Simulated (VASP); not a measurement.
Runs of VASP 6.6.1 on Bi. The structure is that of space group I4/mmm (No. 139), or close to it. The cells are those of the table. 

```csv
cell,gap on the mesh (eV),pressure (GPa)
"a = 6.216 Å, angles 93.5, 93.5, 151.2°, 1 atom",none,-1.2
"a = 6.658 Å, angles 92.6, 92.6, 155.2°, 1 atom",none,0.0
"a = 5.721 Å, angles 93.6, 93.6, 151.0°, 1 atom",none,(c)
"a = 6.684 Å, angles 93.1, 93.1, 153.3°, 1 atom",none,-1.0
"a = 5.707 Å, angles 93.3, 93.3, 152.2°, 1 atom",none,(a)
"a = 6.163 Å, angles 92.6, 92.6, 155.3°, 1 atom",none,2.8
"a = 5.751 Å, angles 94.1, 94.1, 148.8°, 1 atom",none,(b)
"a = 5.928 Å, angles 92.8, 92.8, 154.3°, 1 atom",none,3.0
```

Alike in all rows: task single point; level PBE+D3(BJ); potentials or basis VASP PAW PBE potentials, release 64 (Bi_d); no spin polarisation; k mesh 10 × 10 × 10; cutoff (eV) 520; smearing gaussian 0.05 eV.

Fill in the values left out.

(a) 0.4; (b) -1.5; (c) -0.7.

Caveats: spin-orbit coupling is left out, which moves the levels of the heavy elements; pairwise dispersion overbinds metals, which lowers pressure and volume.

A k mesh can miss the band edges, and the runs leave out spin-orbit coupling on Bi.

A gap of «none» marks levels without a gap at the run's occupations.
